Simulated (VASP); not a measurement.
# WC (Fm-3m) in VASP: further runs

Aim: see how the results for WC move with the level of theory and the settings. Levels: PBEsol, LDA. Tasks: single point.

Program: VASP 6.6.1. These are calculated values, not measurements. Logs are shortened: lines on timing, memory, paths and dates and some standing lists are left out, and cuts for length are marked.

## 1. The cell of the first run

Symmetry: Fm-3m, No. 225, cubic system. Conventional cell: a = 4.356 Å, b = 4.356 Å, c = 4.356 Å, α = 90.00°, β = 90.00°, γ = 90.00°. W (site symmetry m-3m) has 6 C at 2.18 Å within 2.9 Å. C (site symmetry m-3m) has 6 W at 2.18 Å within 2.9 Å.

## 2. Single point, PBEsol (volume scaled by 0.98)

Input file INCAR:

```
PREC     = Accurate       # precision mode
ENCUT    = 520            # plane-wave cutoff, eV
EDIFF    = 1E-6           # SCF threshold, eV
ISMEAR   = -1             # smearing method
SIGMA    = 0.05           # smearing width, eV
LREAL    = False          # projectors in reciprocal space
LASPH    = True           # aspherical terms in the spheres
NELM     = 60             # most SCF steps
ALGO     = Normal         # electronic algorithm
ISIF     = 2              # what is computed and relaxed
LWAVE    = False          # write WAVECAR
LCHARG   = False          # write CHGCAR
GGA      = PS             # functional
NBANDS   = 16             # bands
```

Input file KPOINTS:

```
regular mesh
0
Gamma
  10 10 10
```

Input file POSCAR:

```
WC
1.0
    0.0000000000      2.1779675566      2.1779675566
    2.1779675566      0.0000000000      2.1779675566
    2.1779675566      2.1779675566      0.0000000000
W C
1 1
Direct
    0.0000000000      0.0000000000      0.0000000000
    0.5000000000      0.5000000000      0.5000000000
```

Potentials or basis: VASP PAW PBE potentials, release 64 (W_sv, C).

Launch:

```console
> cat potpaw_PBE.64/W_sv/POTCAR potpaw_PBE.64/C/POTCAR > POTCAR
> mpirun -np 1 vasp_std > vasp.out
```

OUTCAR:

```text
PREC = Accurate
   ENCUT = 520
   EDIFF = 1E-6
   ISMEAR = -1
   LREAL = False
   LASPH = True
   NELM = 60
   ISIF = 2
   GGA = PS

 ion  position               nearest neighbor table
   1  0.000  0.000  0.000-   2 2.18   2 2.18   2 2.18   2 2.18   2 2.18   2 2.18
   2  0.500  0.500  0.500-   1 2.18   1 2.18   1 2.18   1 2.18   1 2.18   1 2.18

  LATTYP: Found a face centered cubic cell.
 ALAT       =     4.3559351132

  Lattice vectors:

 A1 = (   0.0000000000,   2.1779675566,   2.1779675566)
 A2 = (   2.1779675566,   0.0000000000,   2.1779675566)
 A3 = (   2.1779675566,   2.1779675566,   0.0000000000)

Analysis of symmetry for initial positions (statically):
=====================================================================
 Subroutine PRICEL returns:
 Original cell was already a primitive cell.

 Routine SETGRP: Setting up the symmetry group for a
 face centered cubic supercell.

 Subroutine GETGRP returns: Found 48 space group operations
 (whereof 48 operations were pure point group operations)
 out of a pool of 48 trial point group operations.

The static configuration has the point symmetry O_h .

Analysis of symmetry for dynamics (positions and initial velocities):
=====================================================================
 Subroutine PRICEL returns:
 Original cell was already a primitive cell.

 Routine SETGRP: Setting up the symmetry group for a
 face centered cubic supercell.

 Subroutine GETGRP returns: Found 48 space group operations
 (whereof 48 operations were pure point group operations)
 out of a pool of 48 trial point group operations.

The dynamic configuration has the point symmetry O_h .

 Subroutine INISYM returns: Found 48 space group operations
 (whereof 48 operations are pure point group operations),
 and found     1 'primitive' translations

----------------------------------------------------------------------------------------

                                     Primitive cell

  volume of cell :      20.6626

  direct lattice vectors                    reciprocal lattice vectors
     0.000000000  2.177967557  2.177967557    -0.229571831  0.229571831  0.229571831
     2.177967557  0.000000000  2.177967557     0.229571831 -0.229571831  0.229571831
     2.177967557  2.177967557  0.000000000     0.229571831  0.229571831 -0.229571831

  length of vectors
     3.080111257  3.080111257  3.080111257     0.397630075  0.397630075  0.397630075

  position of ions in fractional coordinates (direct lattice)
[... 72 lines left out ...]
   ICHARG =      2    charge: 1-file 2-atom 10-const
   ISPIN  =      1    spin polarized calculation?
   LNONCOLLINEAR =      F non collinear calculations
   LSORBIT =      F    spin-orbit coupling
   LASPH  =      T    aspherical Exc in radial PAW
   ENCUT  =  520.0 eV  38.22 Ry    6.18 a.u.   5.73  5.73  5.73*2*pi/ulx,y,z
   NELM   =     60;   NELMIN=  2; NELMDL= -5     # of ELM steps
   EDIFF  = 0.1E-05   stopping-criterion for ELM
   LREAL  =      F    real-space projection
   EDIFFG = 0.1E-04   stopping-criterion for IOM
   NSW    =      0    number of steps for IOM
   IBRION =     -1    ionic relax: 0-MD 1-quasi-New 2-CG
   NFREE  =      0    steps in history (QN), initial steepest desc. (CG)
   ISIF   =      2    stress and relaxation
   ISYM   =      2    0-nonsym 1-usesym 2-fastsym
   POTIM  = 0.5000    time-step for ionic-motion
   TEBEG  =    0.0;   TEEND  =   0.0 temperature during run
   PSTRESS=    0.0 pullay stress
   NELECT =      18.0000    total number of electrons
   NUPDOWN=      -1.0000    fix difference up-down
   EMIN   =  10.00;   EMAX   =-10.00  energy-range for DOS
   EFERMI =   0.00;   METHOD = LEGACY
   ISMEAR =    -1;   SIGMA  =   0.05  broadening in eV -4-tet -1-fermi 0-gaus
   EFERMI_NEDOS =   21; number of points for ismear=-14 and -15
   IALGO  =     38    algorithm
   IMIX   =      4    mixing-type and parameters
     AMIX     =   0.40;   BMIX     =  1.00
     AMIX_MAG =   1.60;   BMIX_MAG =  1.00
  volume/ion in A,a.u.               =      10.33        69.72
  Fermi-wavevector in a.u.,A,eV,Ry     =   1.563523  2.954630 33.260857  2.444604
  Thomas-Fermi vector in A             =   2.666282
   LORBIT       =      0    0 simple, 1 ext, 2 COOP (PROOUT), +10 PAW based schemes
   GGA     = PS    functional components
   LHFCALC =     F    Hartree Fock is set to
   AEXX    =    0.0000 exact exchange contribution
   IVDW    =     0    specifies the selected vdW correction
   LEPSILON=     F    determine dielectric tensor
   LRPA    =     F    only Hartree local field effects (RPA)
 non-spin polarized calculation
  energy-cutoff  :      520.00
  volume of cell :       20.66
 maximum number of plane-waves:       568
   NGX = 11   NGY = 11   NGZ = 11

 number of electron      18.0000000 magnetization

 Free energy of the ion-electron system (eV)
  ---------------------------------------------------
  ext. energy  EPLUGINS =         0.00000000
  ---------------------------------------------------
  free energy    TOTEN  =       -23.01451610 eV

  energy without entropy =      -23.00824235  energy(sigma->0) =      -23.01137923

 E-fermi :  12.6155     XC(G=0): -13.9540

 val. band max:       12.5157789835   @ k =   0.3000   0.2000   0.1000
 cond. band min:      12.6615554201   @ k =  -0.1000   0.1000   0.0000
 fundamental gap:      0.1457764366
 Fermi energy:        12.6155315307

 k-point     1 :       0.0000    0.0000    0.0000
  band No.  band energies     occupation
      1     -62.7912      2.00000
      2     -26.7867      2.00000
      3     -26.7867      2.00000
      4     -26.7867      2.00000
      5      -3.3964      2.00000
      6       9.7267      2.00000
[... 433 lines left out ...]
      3     -26.9789      2.00000
      4     -26.9595      2.00000
      5      -0.8895      2.00000
      6       5.3897      2.00000
[... 8 lines left out ...]
     15      24.4519      0.00000
     16      28.1640      0.00000

 [... further k-points ...]
[... 5 lines left out ...]
  --------------------------------------------------------------------------------------
  -------------------------------------------------------------------------------------
  Total       -0.2410697     -0.2410697     -0.2410697      0.0000000      0.0000000      0.0000000
  in kB      -18.6925657    -18.6925657    -18.6925657      0.0000000      0.0000000      0.0000000
  external PRESSURE =     -18.6925657 kB  Pullay stress =       0.0000000 kB

 VOLUME and BASIS-vectors are now :
 -----------------------------------------------------------------------------
  energy-cutoff  :      520.00
  volume of cell :       20.66
      direct lattice vectors                 reciprocal lattice vectors
     0.000000000  2.177967557  2.177967557    -0.229571831  0.229571831  0.229571831
     2.177967557  0.000000000  2.177967557     0.229571831 -0.229571831  0.229571831
     2.177967557  2.177967557  0.000000000     0.229571831  0.229571831 -0.229571831

 POSITION                                       TOTAL-FORCE (eV/Angst)
 -----------------------------------------------------------------------------------
      0.00000      0.00000      0.00000         0.000000      0.000000     -0.000000
      2.17797      2.17797      2.17797        -0.000000     -0.000000      0.000000
 -----------------------------------------------------------------------------------
    total drift:                                0.000000     -0.000000     -0.000000

  FREE ENERGIE OF THE ION-ELECTRON SYSTEM (eV)
  ---------------------------------------------------
  free  energy   TOTEN  =       -23.0145160993 eV

  energy  without entropy=      -23.0082423535  energy(sigma->0) =      -23.01137923
```

OSZICAR:

```text
N       E                     dE             d eps       ncg     rms          rms(c)
DAV:   1     0.107851139933E+03    0.10785E+03   -0.93945E+03  1504   0.125E+03
DAV:   2    -0.231765166556E+02   -0.13103E+03   -0.12642E+03  1792   0.336E+02
DAV:   3    -0.262965347688E+02   -0.31200E+01   -0.31021E+01  1656   0.487E+01
DAV:   4    -0.263126050282E+02   -0.16070E-01   -0.16069E-01  1904   0.393E+00
DAV:   5    -0.263127135244E+02   -0.10850E-03   -0.10850E-03  1656   0.311E-01    0.325E+01
DAV:   6    -0.231262754039E+02    0.31864E+01   -0.78769E+00  1848   0.268E+01    0.872E+00
DAV:   7    -0.230474976879E+02    0.78778E-01   -0.42322E-01  1512   0.524E+00    0.670E+00
DAV:   8    -0.230162141246E+02    0.31284E-01   -0.75280E-02  1688   0.219E+00    0.131E+00
DAV:   9    -0.230146222603E+02    0.15919E-02   -0.31040E-03  1656   0.459E-01    0.110E-01
DAV:  10    -0.230145166726E+02    0.10559E-03   -0.33107E-04  1792   0.210E-01    0.608E-02
DAV:  11    -0.230145168735E+02   -0.20089E-06   -0.16629E-05  1744   0.360E-02    0.161E-02
DAV:  12    -0.230145160993E+02    0.77416E-06   -0.18891E-06  1472   0.122E-02
   1 F= -.23014516E+02 E0= -.23011379E+02  d E =-.627375E-02
```

stdout:

```text
POSCAR found type information on POSCAR W C
 POSCAR found :  2 types and       2 ions
 scaLAPACK will be used
 -----------------------------------------------------------------------------
|                                                                             |
|                                                                             |
|     You enforced a specific xc type in the INCAR file but a different       |
|     I HOPE YOU KNOW WHAT YOU ARE DOING!                                     |
|                                                                             |
 -----------------------------------------------------------------------------

 LDA part: xc-table for (Slater+PW92), standard interpolation
 POSCAR, INCAR and KPOINTS ok, starting setup
 FFT: planning ... GRIDC
 FFT: planning ... GRID_SOFT
 FFT: planning ... GRID
 WAVECAR not read
 entering main loop
```

It took 8.9 s on 1 thread of Intel Xeon Platinum 8259CL at 2.50GHz (Skylake/Cascade Lake), shared host; peak memory 0.15 GiB.

What came out:

```yaml
Free_energy: -23.0145 eV
Pressure: -1.9 GPa
Band_gap_on_the_k_mesh: zero (band 9 reaches 13.66 eV, above the bottom of band 10 at 10.37 eV)
```

Levels at points of the mesh, in eV from the Fermi level:
```
           k point  band 5  band 6  band 7  band 8  band 9  band 10  band 11  band 12  band 13  band 14
(0.00, 0.00, 0.00)  -16.01   -2.89   -2.89   -2.89   -1.12    -1.12    -1.12    -1.04    -1.04     6.70
(0.50, 0.00, 0.00)  -11.23  -10.04   -6.77   -6.77    1.04     1.04     2.37     4.88     8.99     8.99
(0.50, 0.50, 0.00)  -13.76   -6.00   -5.69   -2.56   -2.56     0.84     2.31     2.31     5.56     7.51
```

Caveat: the PAW data sets were made with another functional, which shifts forces and pressure a little; spin-orbit coupling is left out, which moves the levels of the heavy elements.

## 3. Single point, LDA (volume scaled by 1.02)

Input file INCAR:

```
SYSTEM = WC
PREC     = Accurate       ! precision mode
ENCUT    = 520            ! plane-wave cutoff, eV
EDIFF    = 1E-6           ! SCF threshold, eV
ISMEAR   = -1             ! smearing method
SIGMA    = 0.05           ! smearing width, eV
LREAL    = .FALSE.        ! projectors in reciprocal space
LASPH    = .TRUE.         ! aspherical terms in the spheres
NELM     = 80             ! most SCF steps
ALGO     = Normal         ! electronic algorithm
ISIF     = 2              ! what is computed and relaxed
LWAVE    = .FALSE.        ! write WAVECAR
LCHARG   = .TRUE.         ! write CHGCAR
LELF     = .TRUE.         ! ELF
LVHAR    = .TRUE.       
NBANDS   = 16             ! bands
```

Input file KPOINTS:

```
regular mesh
0
G
  10 10 10
  0 0 0
```

Input file POSCAR:

```
WC
1.0
    0.0000000000      2.2072055093      2.2072055093
    2.2072055093      0.0000000000      2.2072055093
    2.2072055093      2.2072055093      0.0000000000
W C
1 1
Direct
    0.0000000000      0.0000000000      0.0000000000
    0.5000000000      0.5000000000      0.5000000000
```

Potentials or basis: VASP PAW LDA potentials, release 64 (W_sv, C).

Launch:

```console
> cat potpaw_LDA.64/W_sv/POTCAR potpaw_LDA.64/C/POTCAR > POTCAR
> mpirun -np 1 vasp_std > vasp.out
```

OUTCAR:

```text
SYSTEM = WC
   PREC = Accurate
   ENCUT = 520
   EDIFF = 1E-6
   ISMEAR = -1
   LREAL = .FALSE.
   LASPH = .TRUE.
   NELM = 80
   ISIF = 2

 ion  position               nearest neighbor table
   1  0.000  0.000  0.000-   2 2.21   2 2.21   2 2.21   2 2.21   2 2.21   2 2.21
   2  0.500  0.500  0.500-   1 2.21   1 2.21   1 2.21   1 2.21   1 2.21   1 2.21

  LATTYP: Found a face centered cubic cell.
 ALAT       =     4.4144110186

  Lattice vectors:

 A1 = (   0.0000000000,   2.2072055093,   2.2072055093)
 A2 = (   2.2072055093,   0.0000000000,   2.2072055093)
 A3 = (   2.2072055093,   2.2072055093,   0.0000000000)
[... 624 lines left out ...]
      5      -1.0423      2.00000
      6       5.0950      2.00000
[... 8 lines left out ...]
     15      23.5332      0.00000
     16      27.2230      0.00000

 [... further k-points ...]
[... 5 lines left out ...]
  --------------------------------------------------------------------------------------
  -------------------------------------------------------------------------------------
  Total       -2.7534531     -2.7534531     -2.7534531      0.0000000     -0.0000000      0.0000000
  in kB     -205.1303638   -205.1303638   -205.1303638      0.0000000     -0.0000000      0.0000000
  external PRESSURE =    -205.1303638 kB  Pullay stress =       0.0000000 kB

 VOLUME and BASIS-vectors are now :
 -----------------------------------------------------------------------------
  energy-cutoff  :      520.00
  volume of cell :       21.51
      direct lattice vectors                 reciprocal lattice vectors
     0.000000000  2.207205509  2.207205509    -0.226530787  0.226530787  0.226530787
     2.207205509  0.000000000  2.207205509     0.226530787 -0.226530787  0.226530787
     2.207205509  2.207205509  0.000000000     0.226530787  0.226530787 -0.226530787

 POSITION                                       TOTAL-FORCE (eV/Angst)
 -----------------------------------------------------------------------------------
      0.00000      0.00000      0.00000        -0.000000      0.000000      0.000000
      2.20721      2.20721      2.20721         0.000000     -0.000000     -0.000000
 -----------------------------------------------------------------------------------
    total drift:                                0.000000     -0.000000     -0.000000

  FREE ENERGIE OF THE ION-ELECTRON SYSTEM (eV)
  ---------------------------------------------------
  free  energy   TOTEN  =       -23.7463558509 eV

  energy  without entropy=      -23.7399252938  energy(sigma->0) =      -23.74314057
```

OSZICAR:

```text
N       E                     dE             d eps       ncg     rms          rms(c)
DAV:   1     0.105314792155E+03    0.10531E+03   -0.95190E+03  1504   0.125E+03
DAV:   2    -0.239470633813E+02   -0.12926E+03   -0.12453E+03  1800   0.329E+02
DAV:   3    -0.272243475948E+02   -0.32773E+01   -0.32626E+01  1664   0.492E+01
DAV:   4    -0.272421923032E+02   -0.17845E-01   -0.17844E-01  1944   0.418E+00
DAV:   5    -0.272423234272E+02   -0.13112E-03   -0.13112E-03  1688   0.342E-01    0.296E+01
DAV:   6    -0.239135690836E+02    0.33288E+01   -0.88714E+00  1824   0.276E+01    0.718E+00
DAV:   7    -0.237839780456E+02    0.12959E+00   -0.59981E-01  1592   0.625E+00    0.621E+00
DAV:   8    -0.237487225320E+02    0.35256E-01   -0.10644E-01  1664   0.253E+00    0.137E+00
DAV:   9    -0.237465195272E+02    0.22030E-02   -0.41832E-03  1624   0.572E-01    0.133E-01
DAV:  10    -0.237463554103E+02    0.16412E-03   -0.45916E-04  1816   0.230E-01    0.475E-02
DAV:  11    -0.237463558133E+02   -0.40299E-06   -0.13897E-05  1664   0.373E-02    0.105E-02
DAV:  12    -0.237463558509E+02   -0.37625E-07   -0.47070E-07  1088   0.777E-03
   1 F= -.23746356E+02 E0= -.23743141E+02  d E =-.643056E-02
```

It took 8.4 s on 1 thread of Intel Xeon Platinum 8259CL at 2.50GHz (Skylake/Cascade Lake), shared host; peak memory 0.13 GiB.

What came out:

* Free energy: -23.7464 eV
* Pressure: -20.5 GPa
* Band gap on the k mesh: zero (band 9 reaches 12.96 eV, above the bottom of band 10 at 9.89 eV)

Levels at points of the mesh, in eV from the Fermi level:
```tsv
k point	band 7	band 8	band 9	band 10	band 11	band 12
(0.00, 0.00, 0.00)	-2.72	-2.72	-1.02	-1.02	-1.02	-1.00
(0.50, 0.00, 0.00)	-6.45	-6.45	0.94	0.94	2.20	4.97
(0.50, 0.50, 0.00)	-5.47	-2.44	-2.44	0.76	2.13	2.13
```

Caveat: spin-orbit coupling is left out, which moves the levels of the heavy elements.

## 4. Single point, LDA (volume scaled by 1.04)

Input file INCAR:

```
PREC = Accurate ; ENCUT = 520
EDIFF = 1E-6 ; ISMEAR = -1
SIGMA = 0.05 ; LREAL = False
LASPH = True ; NELM = 100
ALGO = Normal ; ISIF = 2
LWAVE = False ; LCHARG = True
GGA = CA ; LELF = True
LVHAR = True ; NBANDS = 16
```

Input file KPOINTS:

```
Automatic mesh
0
Gamma
  10 10 10
```

Input file POSCAR:

```
WC
1.0
    0.0000000000      2.2215384142      2.2215384142
    2.2215384142      0.0000000000      2.2215384142
    2.2215384142      2.2215384142      0.0000000000
W C
1 1
Direct
    0.0000000000      0.0000000000      0.0000000000
    0.5000000000      0.5000000000      0.5000000000
```

Launch:

```console
> cat potpaw_LDA.64/W_sv/POTCAR potpaw_LDA.64/C/POTCAR > POTCAR
> mpirun -np 1 vasp_std > vasp.out
```

Wall time 8.5 s (1 thread of Intel Xeon Platinum 8259CL at 2.50GHz (Skylake/Cascade Lake), shared host); peak memory 0.14 GiB.

Results (log left out):

| Property | Result |
| --- | --- |
| Free energy | -23.6849 eV |
| Pressure | -26.3 GPa |
| Band gap on the k mesh | zero (band 9 reaches 12.62 eV, above the bottom of band 10 at 9.65 eV) |

Levels at points of the mesh, in eV from the Fermi level:
| k point | band 7 | band 8 | band 9 | band 10 | band 11 | band 12 |
| --- | --- | --- | --- | --- | --- | --- |
| (0.00, 0.00, 0.00) | -2.65 | -2.65 | -0.98 | -0.98 | -0.98 | -0.98 |
| (0.50, 0.00, 0.00) | -6.31 | -6.31 | 0.91 | 0.91 | 2.13 | 4.94 |
| (0.50, 0.50, 0.00) | -5.41 | -2.40 | -2.40 | 0.73 | 2.06 | 2.06 |

Caveat: spin-orbit coupling is left out, which moves the levels of the heavy elements.

## 5. Summary

| level | potentials or basis | cell | gap on the mesh (eV) | pressure (GPa) |
| --- | --- | --- | --- | --- |
| PBEsol | VASP PAW PBE potentials, release 64 (W_sv, C) | a = 3.080 Å, angles 60.0°, 2 atoms | none | -1.9 |
| LDA | VASP PAW LDA potentials, release 64 (W_sv, C) | a = 3.121 Å, angles 60.0°, 2 atoms | none | -20.5 |
| LDA | VASP PAW LDA potentials, release 64 (W_sv, C) | a = 3.142 Å, angles 60.0°, 2 atoms | none | -26.3 |

Alike in all rows: task single point; no spin polarisation; k mesh 10 × 10 × 10; cutoff (eV) 520; smearing fermi-dirac 0.05 eV.

Caveats: spin-orbit coupling is left out, which moves the levels of the heavy elements; the PAW data sets were made with another functional, which shifts forces and pressure a little (some runs).

Total energies depend on the potentials used, so only differences within one code and one set of settings carry meaning.
